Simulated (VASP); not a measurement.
A run of VASP 6.6.1 is set up as follows.

INCAR

```
SYSTEM = CuI
PREC     = Accurate       ! precision mode
ENCUT    = 520            ! plane-wave cutoff, eV
EDIFF    = 1E-6           ! SCF threshold, eV
ISMEAR   = -1             ! smearing method
SIGMA    = 0.02           ! smearing width, eV
LREAL    = .FALSE.        ! projectors in reciprocal space
LASPH    = .TRUE.         ! aspherical terms in the spheres
NELM     = 80             ! most SCF steps
ALGO     = Normal         ! electronic algorithm
ISIF     = 2              ! what is computed and relaxed
LWAVE    = .FALSE.        ! write WAVECAR
LCHARG   = .FALSE.        ! write CHGCAR
GGA      = PE             ! functional
NBANDS   = 16             ! bands
```

KPOINTS

```
regular mesh
0
G
  6 6 6
  0 0 0
```

Contents of POSCAR:

```
CuI
1.0
    0.0000000000      3.0394494631      3.0394494631
    3.0394494631      0.0000000000      3.0394494631
    3.0394494631      3.0394494631      0.0000000000
Cu I
1 1
Direct
    0.2500000000      0.2500000000      0.2500000000
    0.0000000000      0.0000000000      0.0000000000
```

Potentials or basis: VASP PAW PBE potentials, release 64 (Cu, I).

Command:

```console
$ cat potpaw_PBE.64/Cu/POTCAR potpaw_PBE.64/I/POTCAR > POTCAR
$ mpirun -np 1 vasp_std > vasp.out
```

Estimate the pressure.

0.0 GPa.

What does it give for the band gap on the k mesh?

1.12 eV, direct.

Caveat: spin-orbit coupling is left out, which moves the levels of the heavy elements.
